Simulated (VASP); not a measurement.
Set up this calculation in VASP 6.6.1, as the native input.

```
Task                   : single point
Functional             : PBE
Potentials or basis    : VASP PAW PBE potentials, release 64 (Ga_d, Sb)
Cutoff                 : 520 eV
k mesh                 : 12 × 10 × 4
Occupations            : gaussian, width 0.1 eV
Spin                   : no spin polarisation
Dipole correction      : no
Further INCAR settings : ALGO = Normal; EDIFF = 1e-06; NBANDS = 22
```

The structure of GaSb3 lies in POSCAR:

```
GaSb3
1.0
    3.0318550442      0.0000000000      0.0000000000
    0.0000000000      3.1950655756      0.0000000000
    0.0000000000      0.0000000000     11.2102223668
Ga Sb
1 3
Direct
    0.0000000000      0.0000000000      0.0000000000
    0.0000000000      0.5000000000      0.2359218758
    0.0000000000      0.0000000000      0.5000000000
    0.0000000000      0.5000000000      0.7640781242
```

The cell was built from a structure type or drawn by symmetry, and may not be a known phase.

The input as run:

INCAR

```
ALGO = Normal
EDIFF = 1E-6
ENCUT = 520
GGA = PE
ISIF = 2
ISMEAR = 0
LASPH = T
LCHARG = F
LREAL = F
LWAVE = F
NBANDS = 22
NELM = 60
PREC = Accurate
SIGMA = 0.1
```

KPOINTS

```
k-points
0
Gamma
  12 10 4
```

Potentials or basis: VASP PAW PBE potentials, release 64 (Ga_d, Sb).

Command:

```console
$ cat potpaw_PBE.64/Ga_d/POTCAR potpaw_PBE.64/Sb/POTCAR > POTCAR
$ mpirun -np 1 vasp_std > vasp.out
```

It gave:

- Pressure: 0.0 GPa
- Largest force: 0.004 eV/Å
- Band gap on the k mesh: zero (bands 14 and 15 overlap by 4.90 eV)

Caveat: spin-orbit coupling is left out, which moves the levels of the heavy elements.

It took 110 s on 1 thread of AMD EPYC 9R45 96-Core Processor (Zen 5) (shared host), peak memory 0.38 GiB.
